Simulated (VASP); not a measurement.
# SnO2 (P2_1/c) in VASP: relaxation of the atoms with PBE

Aim: the relaxation of the atoms of SnO2 with PBE.

Program: VASP 6.6.1. These are calculated values, not measurements. Logs are shortened: lines on timing, memory, paths and dates and some standing lists are left out, and cuts for length are marked.

### Step 1. The cell of the first run

The structure is monoclinic, space group P2_1/c (No. 14). Conventional cell: a = 3.241 Å, b = 4.827 Å, c = 5.692 Å, α = 90.00°, β = 122.09°, γ = 90.00°. Sn (site symmetry -1) has 6 O at 2.07 to 2.11 Å within 2.7 Å. O (site symmetry 1) has 3 Sn at 2.07 to 2.11 Å and 1 O at 2.64 Å within 2.7 Å.

### Step 2. Relaxation of the atoms, PBE (shear of c along a, cell held: +4.5 %)

The input, INCAR:

```
PREC = Accurate
ENCUT = 520
EDIFF = 1E-7
ISMEAR = 0
SIGMA = 0.02
LREAL = F
LASPH = T
NELM = 120
ALGO = Normal
ISIF = 2
LWAVE = F
LCHARG = F
GGA = PE
IBRION = 2
NSW = 60
EDIFFG = -0.008
GGA_COMPAT = F
NELMIN = 4
KPAR = 4
```

The input, KPOINTS:

```
regular mesh
0
Gamma
  6 6 8
```

The input, POSCAR:

```
SnO2
1.0
    4.8271903440      0.0000000000      0.0000000000
    0.0000000000      4.8271903440      0.0000000000
    0.1457168513      0.0000000000      3.2381522517
Sn O
2 4
Direct
    0.5000000000      0.5000000000      0.5000000000
    0.0000000000      0.0000000000      0.0000000000
    0.1938489288      0.8069250228      0.4965323183
    0.8061510712      0.1930749772      0.5034676817
    0.3061510712      0.3069250228      0.0034676817
    0.6938489288      0.6930749772     -0.0034676817
```

Potentials or basis: VASP PAW PBE potentials, release 64 (Sn_d, O).

Started as:

```
cat potpaw_PBE.64/Sn_d/POTCAR potpaw_PBE.64/O/POTCAR > POTCAR
mpirun -np 4 vasp_std > vasp.out
```

OUTCAR:

```text
PREC = Accurate
   ENCUT = 520
   EDIFF = 1E-7
   ISMEAR = 0
   LREAL = F
   LASPH = T
   NELM = 120
   ISIF = 2
   GGA = PE
   IBRION = 2
   NSW = 60
   EDIFFG = -0.008
   NELMIN = 4

 ion  position               nearest neighbor table
   1  0.500  0.500  0.500-   5 2.07   6 2.07   4 2.09   3 2.09   6 2.11   5 2.11   2 3.73   2 3.73
                             2 3.73   2 3.73
   2  0.000  0.000  0.000-   4 2.07   3 2.07   6 2.09   5 2.09   4 2.11   3 2.11   1 3.73   1 3.73
                             1 3.73   1 3.73
   3  0.194  0.807  0.497-   2 2.07   1 2.09   2 2.11
   4  0.806  0.193  0.503-   2 2.07   1 2.09   2 2.11
   5  0.306  0.307  0.003-   1 2.07   2 2.09   1 2.11
   6  0.694  0.693  0.997-   1 2.07   2 2.09   1 2.11

  LATTYP: Found a simple monoclinic cell.
 ALAT       =     3.2414292227
 B/A-ratio  =     1.4892166425
 C/A-ratio  =     1.4892166425
 COS(beta)  =    -0.0449545066

  Lattice vectors:

 A1 = (   0.1457168513,   0.0000000000,   3.2381522517)
 A2 = (   0.0000000000,   4.8271903440,   0.0000000000)
 A3 = (  -4.8271903440,   0.0000000000,   0.0000000000)

Analysis of symmetry for initial positions (statically):
=====================================================================
 Subroutine PRICEL returns:
 Original cell was already a primitive cell.

 Routine SETGRP: Setting up the symmetry group for a
 simple monoclinic supercell.

 Subroutine GETGRP returns: Found  4 space group operations
 (whereof  2 operations were pure point group operations)
 out of a pool of  4 trial point group operations.

The static configuration has the point symmetry S_2 .
 The point group associated with its full space group is C_2h.

Analysis of symmetry for dynamics (positions and initial velocities):
=====================================================================
 Subroutine PRICEL returns:
 Original cell was already a primitive cell.

 Routine SETGRP: Setting up the symmetry group for a
 simple monoclinic supercell.

 Subroutine GETGRP returns: Found  4 space group operations
 (whereof  2 operations were pure point group operations)
 out of a pool of  4 trial point group operations.

The dynamic configuration has the point symmetry S_2 .
 The point group associated with its full space group is C_2h.

 Subroutine INISYM returns: Found  4 space group operations
 (whereof  2 operations are pure point group operations),
 and found     1 'primitive' translations

----------------------------------------------------------------------------------------

                                     Primitive cell

  volume of cell :      75.4547

  direct lattice vectors                    reciprocal lattice vectors
     4.827190344  0.000000000  0.000000000     0.207159844  0.000000000 -0.009322193
     0.000000000  4.827190344  0.000000000     0.000000000  0.207159844  0.000000000
     0.145716851  0.000000000  3.238152252     0.000000000  0.000000000  0.308818092

  length of vectors
     4.827190344  4.827190344  3.241429223     0.207369488  0.207159844  0.308818092

  position of ions in fractional coordinates (direct lattice)
     0.500000000  0.500000000  0.500000000
     0.000000000  0.000000000  0.000000000
     0.193848929  0.806925023  0.496532318
     0.806151071  0.193074977  0.503467682
     0.306151071  0.306925023  0.003467682
     0.693848929  0.693074977  0.996532318

  ion indices of the primitive-cell ions
   primitive index   ion index
                 1           1
                 2           2
                 3           3
                 4           4
                 5           5
                 6           6

----------------------------------------------------------------------------------------

 KPOINTS: regular mesh

Automatic generation of k-mesh.
 Grid dimensions read from file:
 generate k-points for:    6    6    8

 Generating k-lattice:

  Cartesian coordinates                     Fractional coordinates (reciprocal lattice)
     0.034526641  0.000000000 -0.001553699     0.166666667  0.000000000 -0.000000000
     0.000000000  0.034526641  0.000000000     0.000000000  0.166666667  0.000000000
     0.000000000  0.000000000  0.038602262     0.000000000  0.000000000  0.125000000

  Length of vectors
     0.034561581  0.034526641  0.038602262

  Shift w.r.t. Gamma in fractional coordinates (k-lattice)
     0.000000000  0.000000000  0.000000000

 Subroutine IBZKPT returns following result:
 ===========================================

 Found    104 irreducible k-points:

 Following reciprocal coordinates:
            Coordinates               Weight
  0.000000  0.000000  0.000000      1.000000
  0.166667  0.000000  0.000000      2.000000
  0.333333  0.000000 -0.000000      2.000000
  0.500000  0.000000 -0.000000      1.000000
  0.000000  0.166667  0.000000      2.000000
  0.166667  0.166667  0.000000      4.000000
[... 16 lines left out ...]
  0.000000  0.166667  0.125000      4.000000
  0.166667  0.166667  0.125000      4.000000
 [... further k-points ...]
   k-points           NKPTS =    104   k-points in BZ     NKDIM =    104   number of bands    NBANDS=     31
   number of dos      NEDOS =    301   number of ions     NIONS =      6
   total plane-waves  NPLWV =  31104
   dimension x,y,z NGX =    36 NGY =   36 NGZ =   24
   dimension x,y,z NGXF=    72 NGYF=   72 NGZF=   48
   ions per type =               2   4
   NGX,Y,Z   is equivalent  to a cutoff of  12.40, 12.40, 12.31 a.u.
   NGXF,Y,Z  is equivalent  to a cutoff of  24.80, 24.80, 24.62 a.u.
 SYSTEM =  unknown system
   PREC   = accura    normal or accurate (medium, high low for compatibility)
   ISTART =      0    job   : 0-new  1-cont  2-samecut
   ICHARG =      2    charge: 1-file 2-atom 10-const
   ISPIN  =      1    spin polarized calculation?
   LNONCOLLINEAR =      F non collinear calculations
   LSORBIT =      F    spin-orbit coupling
   LASPH  =      T    aspherical Exc in radial PAW
   ENCUT  =  520.0 eV  38.22 Ry    6.18 a.u.   8.98  8.98  6.03*2*pi/ulx,y,z
   NELM   =    120;   NELMIN=  4; NELMDL= -5     # of ELM steps
   EDIFF  = 0.1E-06   stopping-criterion for ELM
   LREAL  =      F    real-space projection
   EDIFFG = -.8E-02   stopping-criterion for IOM
   NSW    =     60    number of steps for IOM
   IBRION =      2    ionic relax: 0-MD 1-quasi-New 2-CG
   NFREE  =      1    steps in history (QN), initial steepest desc. (CG)
   ISIF   =      2    stress and relaxation
   ISYM   =      2    0-nonsym 1-usesym 2-fastsym
   POTIM  = 0.5000    time-step for ionic-motion
   TEBEG  =    0.0;   TEEND  =   0.0 temperature during run
   PSTRESS=    0.0 pullay stress
   NELECT =      52.0000    total number of electrons
   NUPDOWN=      -1.0000    fix difference up-down
   EMIN   =  10.00;   EMAX   =-10.00  energy-range for DOS
   EFERMI =   0.00;   METHOD = LEGACY
   ISMEAR =     0;   SIGMA  =   0.02  broadening in eV -4-tet -1-fermi 0-gaus
   EFERMI_NEDOS =   21; number of points for ismear=-14 and -15
   IALGO  =     38    algorithm
   IMIX   =      4    mixing-type and parameters
     AMIX     =   0.40;   BMIX     =  1.00
     AMIX_MAG =   1.60;   BMIX_MAG =  1.00
  volume/ion in A,a.u.               =      12.58        84.87
  Fermi-wavevector in a.u.,A,eV,Ry     =   1.446041  2.732621 28.450248  2.091034
  Thomas-Fermi vector in A             =   2.564154
   LORBIT       =      0    0 simple, 1 ext, 2 COOP (PROOUT), +10 PAW based schemes
   GGA     = PE    functional components
   LHFCALC =     F    Hartree Fock is set to
   AEXX    =    0.0000 exact exchange contribution
   IVDW    =     0    specifies the selected vdW correction
   LEPSILON=     F    determine dielectric tensor
   LRPA    =     F    only Hartree local field effects (RPA)
 conjugate gradient relaxation of ions
 non-spin polarized calculation
 Gauss-broadening in eV      SIGMA  =   0.02
  energy-cutoff  :      520.00
  volume of cell :       75.45
 maximum number of plane-waves:      2064
   NGX = 17   NGY = 17   NGZ = 13

--------------------------------------- Ionic step        1  -------------------------------------------

 number of electron      52.0000005 magnetization

 Free energy of the ion-electron system (eV)
  ---------------------------------------------------
  ext. energy  EPLUGINS =         0.00000000
  ---------------------------------------------------
  free energy    TOTEN  =       -37.26983699 eV

  energy without entropy =      -37.26983699  energy(sigma->0) =      -37.26983699

------------------------ aborting loop because EDIFF is reached ----------------------------------------

  FORCE on cell =-STRESS in cart. coord.  units (eV):
  Direction    XX          YY          ZZ          XY          YZ          ZX
  --------------------------------------------------------------------------------------
  -------------------------------------------------------------------------------------
  Total        0.2651612      0.3176989      0.4332638      0.0000000      0.0000000     -1.9020765
  in kB        5.6303368      6.7459035      9.1997676      0.0000000      0.0000000    -40.3880105
  external PRESSURE =       7.1920027 kB  Pullay stress =       0.0000000 kB
[... 105 lines left out ...]
  energy  without entropy=      -37.2707048381  energy(sigma->0) =      -37.27070484

--------------------------------------- Ionic step        4  -------------------------------------------

 number of electron      52.0000011 magnetization

 Free energy of the ion-electron system (eV)
  ---------------------------------------------------
  ext. energy  EPLUGINS =         0.00000000
  ---------------------------------------------------
  free energy    TOTEN  =       -37.27075151 eV

  energy without entropy =      -37.27075151  energy(sigma->0) =      -37.27075151

 E-fermi :   5.7208     XC(G=0): -10.9781

 val. band max:        5.5490074047   @ k =   0.0000   0.0000   0.0000
 cond. band min:       6.1981514541   @ k =   0.0000   0.0000   0.0000
 fundamental gap:      0.6491440494
 Fermi energy:         5.7207988691

 k-point     1 :       0.0000    0.0000    0.0000
  band No.  band energies     occupation
      1     -15.5020      2.00000
      2     -14.8368      2.00000
      3     -14.6481      2.00000
      4     -14.6277      2.00000
      5     -14.6213      2.00000
      6     -14.5520      2.00000
[... 805 lines left out ...]
     30      12.4764      0.00000
     31      15.0156      0.00000

 [... further k-points ...]

------------------------ aborting loop because EDIFF is reached ----------------------------------------

  FORCE on cell =-STRESS in cart. coord.  units (eV):
  Direction    XX          YY          ZZ          XY          YZ          ZX
  --------------------------------------------------------------------------------------
  -------------------------------------------------------------------------------------
  Total        0.2363534      0.2942611      0.3449220      0.0000000      0.0000000     -1.7933258
  in kB        5.0186440      6.2482354      7.3239499      0.0000000      0.0000000    -38.0788360
  external PRESSURE =       6.1969431 kB  Pullay stress =       0.0000000 kB
[... 21 lines left out ...]
  FREE ENERGIE OF THE ION-ELECTRON SYSTEM (eV)
  ---------------------------------------------------
  free  energy   TOTEN  =       -37.2707515122 eV

  energy  without entropy=      -37.2707515122  energy(sigma->0) =      -37.27075151

 reached required accuracy - stopping structural energy minimisation
```

Run time: 2.2 min. Hardware: 4 MPI ranks of Intel Xeon Platinum 8175M at 2.50GHz (Skylake/Cascade Lake), shared host; peak memory 0.31 GiB.

What came out:

| Item | Value |
| --- | --- |
| Free energy | -37.2708 eV |
| Energy gained by relaxing | 0.2 meV/atom |
| Ionic steps | 4 |
| Pressure after relaxing | 0.6 GPa |
| Largest force after relaxing | 0.005 eV/Å |
| Band gap on the k mesh | 0.65 eV |

Forces on the atoms (eV/Å):
```
Sn   0.000  0.000  0.000
Sn   0.000  0.000  0.000
O    0.003  0.004  0.000
O   -0.003 -0.004  0.000
O   -0.003  0.004  0.000
O    0.003 -0.004  0.000
```

Step by step:
```
step  energy change (eV)  largest force (eV/Å)  pressure (GPa)
   1              0.0000                0.0747            0.72
   2             -0.0007                0.0309            0.65
   3             -0.0009                0.0198            0.60
   4             -0.0009                0.0046            0.62
```

Final structure:
```xyz
6
Lattice="4.8272 0.0000 0.0000 0.0000 4.8272 0.0000 0.1457 0.0000 3.2382" Properties=species:S:1:pos:R:3 pbc="T T T"
Sn    2.4865    2.4136    1.6191
Sn    0.0000    0.0000    0.0000
O     1.0091    3.8948    1.6018
O     3.9638    0.9324    1.6364
O     1.4773    1.4812    0.0173
O     3.4956    3.3460    3.2208
```

Caveat: the cell differs from its parent crystal (shear of c along a, cell held: +4.5 %); semilocal functionals underestimate gaps, and a narrow one can read as zero; spin-orbit coupling is left out, which moves the levels of the heavy elements.
